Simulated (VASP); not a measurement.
Set up this calculation in VASP 6.6.1, as the native input.

* Task: electric field gradients
* Functional: PBEsol
* Potentials or basis: VASP PAW PBE potentials, release 64 (Bi_d)
* Cutoff: 520 eV
* k mesh: 9 × 9 × 3
* Occupations: fermi-dirac, width 0.03 eV
* Spin: no spin polarisation
* Dipole correction: no
* Further INCAR settings: ALGO = Normal; EDIFF = 1e-08; NBANDS = 22

The structure of Bi lies in POSCAR:

```
Bi
1.0
    4.5390002997      0.0680850045      0.0680850045
   -2.2105368064      3.8968470652      0.0249208413
    0.1774350000      0.1774350000     11.8290000000
Bi
2
Direct
    0.3333333333      0.6666666667      0.2500000000
    0.6666666667      0.3333333333      0.7500000000
```

This cell differs from its parent crystal: equal xy, yz and zx shear strains of +3 %.

One way to write it, as run:

INCAR

```
ALGO = Normal
EDIFF = 1E-8
ENCUT = 520
GGA = PS
ISIF = 2
ISMEAR = -1
LASPH = T
LCHARG = F
LEFG = T
LREAL = F
LWAVE = F
NBANDS = 22
NELM = 80
PREC = Accurate
SIGMA = 0.03
```

KPOINTS

```
k-points
0
Gamma
  9 9 3
```

Potentials or basis: VASP PAW PBE potentials, release 64 (Bi_d).

Launch:

```console
$ cat potpaw_PBE.64/Bi_d/POTCAR > POTCAR
$ mpirun -np 1 vasp_std > vasp.out
```

Results of the run:

| Quantity | Value |
| --- | --- |
| Pressure | -3.6 GPa |
| Band gap on the k mesh | zero (bands 15 and 16 overlap by 2.07 eV) |
| Largest electric field gradient by atom | Bi -129.8 V/Å² |

Caveat: the cell differs from its parent crystal (equal xy, yz and zx shear strains of +3 %); the cell stands under tension; without QUAD_EFG the Cq values of the log hold for a quadrupole moment of 1 mb, not for the nuclei; the PAW data sets were made with another functional, which shifts forces and pressure a little; spin-orbit coupling is left out, which moves the levels of the heavy elements.

It took 12 min on 1 thread of Intel Xeon 8259CL (shared host), peak memory 0.63 GiB.
